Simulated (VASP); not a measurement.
# Al (P6/mmm) in VASP: further runs

Runs on Al. Level: PBE. Tasks: single point, relaxation of cell and atoms.

All numbers are computed with VASP 6.6.1; they aren't measurements. Logs are shortened: lines on timing, memory, paths and dates and some standing lists are left out, and cuts for length are marked.

### Step 1. The cell of the first run

Symmetry: P6/mmm, No. 191, hexagonal system. The conventional cell has a = 3.577 Å, b = 3.577 Å, c = 6.364 Å, α = 90.00°, β = 90.00°, γ = 120.00°. Al (site symmetry 3m) has 4 Al at 2.07 to 2.69 Å within 2.7 Å.

The cell was built from a structure type or drawn by symmetry, and may not be a known phase.

### Step 2. Single point, PBE

INCAR reads:

```
PREC = Accurate ; ENCUT = 520
EDIFF = 1E-6 ; ISMEAR = 0
SIGMA = 0.1 ; LREAL = F
LASPH = T ; NELM = 60
ALGO = Fast ; ISIF = 2
LWAVE = F ; LCHARG = F
GGA = PE ; NBANDS = 14
```

KPOINTS reads:

```
Automatic mesh
0
Gamma
  6 6 4
```

POSCAR reads:

```
Al
1.0
    3.5772005100      0.0000000000      0.0000000000
   -1.7886002600      3.0979465200      0.0000000000
    0.0000000000      0.0000000000      6.3635794400
Al
4
Direct
    0.3333333300      0.6666666700      0.2113052600
    0.3333333300      0.6666666700      0.7886947400
    0.6666666700      0.3333333300      0.7886947400
    0.6666666700      0.3333333300      0.2113052600
```

Potentials or basis: VASP PAW PBE potentials, release 64 (Al).

Run with:

```bash
cat potpaw_PBE.64/Al/POTCAR > POTCAR
mpirun -np 1 vasp_std > vasp.out
```

OUTCAR:

```text
PREC = Accurate
   ENCUT = 520
   EDIFF = 1E-6
   ISMEAR = 0
   LREAL = F
   LASPH = T
   NELM = 60
   ISIF = 2
   GGA = PE

 ion  position               nearest neighbor table
   1  0.333  0.667  0.211-   4 2.07   4 2.07   4 2.07   2 2.69
   2  0.333  0.667  0.789-   3 2.07   3 2.07   3 2.07   1 2.69
   3  0.667  0.333  0.789-   2 2.07   2 2.07   2 2.07   4 2.69
   4  0.667  0.333  0.211-   1 2.07   1 2.07   1 2.07   3 2.69

  LATTYP: Found a hexagonal cell.
 ALAT       =     3.5772005100
 C/A-ratio  =     1.7789272427

  Lattice vectors:

 A1 = (   3.5772005100,   0.0000000000,   0.0000000000)
 A2 = (  -1.7886002600,   3.0979465200,   0.0000000000)
 A3 = (   0.0000000000,   0.0000000000,   6.3635794400)

Analysis of symmetry for initial positions (statically):
=====================================================================
 Subroutine PRICEL returns:
 Original cell was already a primitive cell.

 Routine SETGRP: Setting up the symmetry group for a
 hexagonal supercell.

 Subroutine GETGRP returns: Found 24 space group operations
 (whereof 24 operations were pure point group operations)
 out of a pool of 24 trial point group operations.

The static configuration has the point symmetry D_6h.

Analysis of symmetry for dynamics (positions and initial velocities):
=====================================================================
 Subroutine PRICEL returns:
 Original cell was already a primitive cell.

 Routine SETGRP: Setting up the symmetry group for a
 hexagonal supercell.

 Subroutine GETGRP returns: Found 24 space group operations
 (whereof 24 operations were pure point group operations)
 out of a pool of 24 trial point group operations.

The dynamic configuration has the point symmetry D_6h.

 Subroutine INISYM returns: Found 24 space group operations
 (whereof 24 operations are pure point group operations),
 and found     1 'primitive' translations

----------------------------------------------------------------------------------------

                                     Primitive cell

  volume of cell :      70.5210

  direct lattice vectors                    reciprocal lattice vectors
     3.577200510  0.000000000  0.000000000     0.279548210  0.161397235  0.000000000
    -1.788600260  3.097946520  0.000000000     0.000000000  0.322794468  0.000000000
     0.000000000  0.000000000  6.363579440     0.000000000  0.000000000  0.157144263

  length of vectors
     3.577200510  3.577200516  6.363579440     0.322794469  0.322794468  0.157144263

  position of ions in fractional coordinates (direct lattice)
     0.333333330  0.666666670  0.211305260
     0.333333330  0.666666670  0.788694740
     0.666666670  0.333333330  0.788694740
     0.666666670  0.333333330  0.211305260

  ion indices of the primitive-cell ions
   primitive index   ion index
                 1           1
                 2           2
                 3           3
                 4           4

----------------------------------------------------------------------------------------

 KPOINTS: Automatic mesh

Automatic generation of k-mesh.
 Grid dimensions read from file:
 generate k-points for:    6    6    4

 Generating k-lattice:

  Cartesian coordinates                     Fractional coordinates (reciprocal lattice)
     0.046591368  0.026899539  0.000000000     0.166666667  0.000000000  0.000000000
     0.000000000  0.053799078  0.000000000     0.000000000  0.166666667  0.000000000
     0.000000000  0.000000000  0.039286066     0.000000000  0.000000000  0.250000000

  Length of vectors
     0.053799078  0.053799078  0.039286066

  Shift w.r.t. Gamma in fractional coordinates (k-lattice)
     0.000000000  0.000000000  0.000000000

 Subroutine IBZKPT returns following result:
 ===========================================

 Found     21 irreducible k-points:

 Following reciprocal coordinates:
            Coordinates               Weight
  0.000000  0.000000  0.000000      1.000000
  0.166667  0.000000  0.000000      6.000000
  0.333333  0.000000  0.000000      6.000000
  0.500000  0.000000  0.000000      3.000000
  0.166667  0.166667  0.000000      6.000000
  0.333333  0.166667  0.000000     12.000000
[... 13 lines left out ...]
  0.333333  0.166667  0.500000     12.000000
  0.333333  0.333333  0.500000      2.000000
   k-points           NKPTS =     21   k-points in BZ     NKDIM =     21   number of bands    NBANDS=     14
   number of dos      NEDOS =    301   number of ions     NIONS =      4
   total plane-waves  NPLWV =  37632
   dimension x,y,z NGX =    28 NGY =   28 NGZ =   48
   dimension x,y,z NGXF=    56 NGYF=   56 NGZF=   96
   ions per type =               4
   NGX,Y,Z   is equivalent  to a cutoff of  13.01, 13.01, 12.54 a.u.
   NGXF,Y,Z  is equivalent  to a cutoff of  26.03, 26.03, 25.08 a.u.
 SYSTEM =  unknown system
   PREC   = accura    normal or accurate (medium, high low for compatibility)
   ISTART =      0    job   : 0-new  1-cont  2-samecut
   ICHARG =      2    charge: 1-file 2-atom 10-const
   ISPIN  =      1    spin polarized calculation?
   LNONCOLLINEAR =      F non collinear calculations
   LSORBIT =      F    spin-orbit coupling
   LASPH  =      T    aspherical Exc in radial PAW
   ENCUT  =  520.0 eV  38.22 Ry    6.18 a.u.   6.65  6.65 11.83*2*pi/ulx,y,z
   NELM   =     60;   NELMIN=  2; NELMDL= -5     # of ELM steps
   EDIFF  = 0.1E-05   stopping-criterion for ELM
   LREAL  =      F    real-space projection
   EDIFFG = 0.1E-04   stopping-criterion for IOM
   NSW    =      0    number of steps for IOM
   IBRION =     -1    ionic relax: 0-MD 1-quasi-New 2-CG
   NFREE  =      0    steps in history (QN), initial steepest desc. (CG)
   ISIF   =      2    stress and relaxation
   ISYM   =      2    0-nonsym 1-usesym 2-fastsym
   POTIM  = 0.5000    time-step for ionic-motion
   TEBEG  =    0.0;   TEEND  =   0.0 temperature during run
   PSTRESS=    0.0 pullay stress
   NELECT =      12.0000    total number of electrons
   NUPDOWN=      -1.0000    fix difference up-down
   EMIN   =  10.00;   EMAX   =-10.00  energy-range for DOS
   EFERMI =   0.00;   METHOD = LEGACY
   ISMEAR =     0;   SIGMA  =   0.10  broadening in eV -4-tet -1-fermi 0-gaus
   EFERMI_NEDOS =   21; number of points for ismear=-14 and -15
   IALGO  =     68    algorithm
   IMIX   =      4    mixing-type and parameters
     AMIX     =   0.40;   BMIX     =  1.00
     AMIX_MAG =   1.60;   BMIX_MAG =  1.00
  volume/ion in A,a.u.               =      17.63       118.97
  Fermi-wavevector in a.u.,A,eV,Ry     =   0.907185  1.714330 11.197377  0.822984
  Thomas-Fermi vector in A             =   2.030962
   LORBIT       =      0    0 simple, 1 ext, 2 COOP (PROOUT), +10 PAW based schemes
   GGA     = PE    functional components
   LHFCALC =     F    Hartree Fock is set to
   AEXX    =    0.0000 exact exchange contribution
   IVDW    =     0    specifies the selected vdW correction
   LEPSILON=     F    determine dielectric tensor
   LRPA    =     F    only Hartree local field effects (RPA)
 non-spin polarized calculation
 RMM-DIIS sequential band-by-band and
 Gauss-broadening in eV      SIGMA  =   0.10
  energy-cutoff  :      520.00
  volume of cell :       70.52
 maximum number of plane-waves:      1943
 NGX is ok and might be reduce to    28
   NGX = 13   NGY = 13   NGZ = 23

 number of electron      12.0000000 magnetization

 Free energy of the ion-electron system (eV)
  ---------------------------------------------------
  ext. energy  EPLUGINS =         0.00000000
  ---------------------------------------------------
  free energy    TOTEN  =        -4.58617081 eV

  energy without entropy =       -4.58056760  energy(sigma->0) =       -4.58336921

 E-fermi :   6.3854     XC(G=0):  -9.5592

 val. band max:        6.3637867138   @ k =   0.3333   0.1667   0.5000
 cond. band min:       6.5558660278   @ k =   0.3333   0.3333   0.2500
 fundamental gap:      0.1920793140
 Fermi energy:         6.3853972856

 k-point     1 :       0.0000    0.0000    0.0000
  band No.  band energies     occupation
      1      -4.2135      2.00000
      2      -1.4713      2.00000
      3       1.6418      2.00000
      4       7.6644      0.00000
      5       7.6644      0.00000
      6       9.4498      0.00000
      7       9.4498      0.00000
      8       9.8190      0.00000
      9      10.4890      0.00000
     10      10.4890      0.00000
     11      11.1371      0.00000
     12      12.0238      0.00000
     13      12.3188      0.00000
     14      12.3188      0.00000

 k-point     2 :       0.1667    0.0000    0.0000
  band No.  band energies     occupation
      1      -3.8016      2.00000
      2      -1.0593      2.00000
      3       2.0268      2.00000
      4       5.4373      2.00000
      5       6.8286      0.00000
      6       7.6938      0.00000
      7       8.6956      0.00000
      8       9.6163      0.00000
      9      10.1604      0.00000
     10      11.2212      0.00000
     11      11.8937      0.00000
     12      12.0539      0.00000
     13      12.0942      0.00000
     14      13.7813      0.00000

 k-point     3 :       0.3333    0.0000    0.0000
  band No.  band energies     occupation
      1      -2.5930      2.00000
      2       0.1505      2.00000
      3       2.2847      2.00000
      4       3.1683      2.00000
      5       4.8131      2.00000
      6       5.9121      2.00000
      7       7.8468      0.00000
      8       7.9367      0.00000
      9       8.7530      0.00000
     10      11.0537      0.00000
     11      11.5822      0.00000
     12      12.5397      0.00000
     13      12.9907      0.00000
     14      14.4560      0.00000

 k-point     4 :       0.5000    0.0000    0.0000
  band No.  band energies     occupation
      1      -1.0872      2.00000
      2       0.0905      2.00000
      3       1.7457      2.00000
      4       2.5918      2.00000
      5       4.5132      2.00000
      6       5.5852      2.00000
      7       5.9175      2.00000
      8       7.5422      0.00000
      9       8.3284      0.00000
     10      11.0779      0.00000
     11      12.1576      0.00000
     12      12.4462      0.00000
     13      13.7902      0.00000
     14      14.0106      0.00000

 k-point     5 :       0.1667    0.1667    0.0000
  band No.  band energies     occupation
      1      -2.9892      2.00000
      2      -0.2471      2.00000
      3       2.7855      2.00000
      4       3.6368      2.00000
      5       4.8174      2.00000
      6       6.1697      1.99771
      7       6.9095      0.00000
      8       9.1922      0.00000
      9      10.8114      0.00000
     10      10.8633      0.00000
     11      11.3321      0.00000
[... 225 lines left out ...]
 k-point    19 :       0.1667    0.1667    0.5000
  band No.  band energies     occupation
      1      -2.7299      2.00000
      2      -1.1035      2.00000
      3       3.8567      2.00000
      4       4.7745      2.00000
      5       5.2319      2.00000
      6       5.4545      2.00000
      7       6.2877      1.83280
      8       6.9312      0.00000
      9      10.7888      0.00000
     10      11.2219      0.00000
     11      12.4384      0.00000
     12      12.7171      0.00000
     13      12.8176      0.00000
     14      13.1727      0.00000

 k-point    20 :       0.3333    0.1667    0.5000
  band No.  band energies     occupation
      1      -1.1939      2.00000
      2       0.4568      2.00000
      3       1.3492      2.00000
      4       2.9327      2.00000
      5       3.9443      2.00000
      6       5.3352      2.00000
      7       6.3638      1.24011
      8       8.3394      0.00000
      9       8.7332      0.00000
     10      10.6942      0.00000
     11      11.1606      0.00000
     12      12.0210      0.00000
     13      12.4180      0.00000
     14      13.9030      0.00000

 k-point    21 :       0.3333    0.3333    0.5000
  band No.  band energies     occupation
      1       0.3782      2.00000
      2       0.3782      2.00000
      3       2.0723      2.00000
      4       2.0723      2.00000
      5       2.3222      2.00000
      6       3.5943      2.00000
      7       7.7316      0.00000
      8       7.7316      0.00000
      9       9.7948      0.00000
     10       9.7948      0.00000
     11      10.6206      0.00000
     12      12.0591      0.00000
     13      13.5377      0.00000
     14      14.5951      0.00000

------------------------ aborting loop because EDIFF is reached ----------------------------------------

  FORCE on cell =-STRESS in cart. coord.  units (eV):
  Direction    XX          YY          ZZ          XY          YZ          ZX
  --------------------------------------------------------------------------------------
  -------------------------------------------------------------------------------------
  Total       40.5644898     40.5644899     -1.1490131     -0.0000001      0.0000000      0.0000000
  in kB      921.5903739    921.5903763    -26.1045907     -0.0000015      0.0000000      0.0000000
  external PRESSURE =     605.6920532 kB  Pullay stress =       0.0000000 kB

 VOLUME and BASIS-vectors are now :
 -----------------------------------------------------------------------------
  energy-cutoff  :      520.00
  volume of cell :       70.52
      direct lattice vectors                 reciprocal lattice vectors
     3.577200510  0.000000000  0.000000000     0.279548210  0.161397235  0.000000000
    -1.788600260  3.097946520  0.000000000     0.000000000  0.322794468  0.000000000
     0.000000000  0.000000000  6.363579440     0.000000000  0.000000000  0.157144263

 POSITION                                       TOTAL-FORCE (eV/Angst)
 -----------------------------------------------------------------------------------
     -0.00000      2.06530      1.34466        -0.000000      0.000000      0.157248
     -0.00000      2.06530      5.01892        -0.000000      0.000000     -0.157248
      1.78860      1.03265      5.01892         0.000000     -0.000000     -0.157248
      1.78860      1.03265      1.34466         0.000000      0.000000      0.157248
 -----------------------------------------------------------------------------------
    total drift:                                0.000000      0.000000     -0.000000

  FREE ENERGIE OF THE ION-ELECTRON SYSTEM (eV)
  ---------------------------------------------------
  free  energy   TOTEN  =        -4.5861708148 eV

  energy  without entropy=       -4.5805676044  energy(sigma->0) =       -4.58336921
```

Wall time 20 s (1 thread of Intel Xeon Platinum 8488C (Sapphire Rapids), shared host); peak memory 0.18 GiB.

Results:

| Property | Result |
| --- | --- |
| Free energy | -4.5862 eV |
| Pressure | 60.6 GPa |
| Largest force | 0.157 eV/Å |
| Band gap on the k mesh | zero (bands 6 and 7 overlap by 3.79 eV) |

Forces in eV/Å, atoms in the order of the input:
```
Al   0.000  0.000  0.157
Al   0.000  0.000 -0.157
Al   0.000  0.000 -0.157
Al   0.000  0.000  0.157
```

Stress tensor (GPa, compression positive):
```
92.16  0.00  0.00
 0.00 92.16  0.00
 0.00  0.00 -2.61
```

Levels at points of the mesh, in eV from the Fermi level:
| k point | band 3 | band 4 | band 5 | band 6 | band 7 | band 8 | band 9 | band 10 |
| --- | --- | --- | --- | --- | --- | --- | --- | --- |
| (0.00, 0.00, 0.00) | -4.74 | 1.28 | 1.28 | 3.06 | 3.06 | 3.43 | 4.10 | 4.10 |
| (0.50, 0.00, 0.00) | -4.64 | -3.79 | -1.87 | -0.80 | -0.47 | 1.16 | 1.94 | 4.69 |
| (0.00, 0.00, 0.50) | -2.53 | -0.70 | 1.44 | 1.44 | 2.69 | 2.69 | 4.31 | 4.31 |
| (0.50, 0.00, 0.50) | -5.52 | -4.55 | -0.61 | 0.24 | 0.69 | 1.25 | 2.29 | 2.67 |

Caveat: the cell stands under pressure.

(Continued in part 2 of 2.)
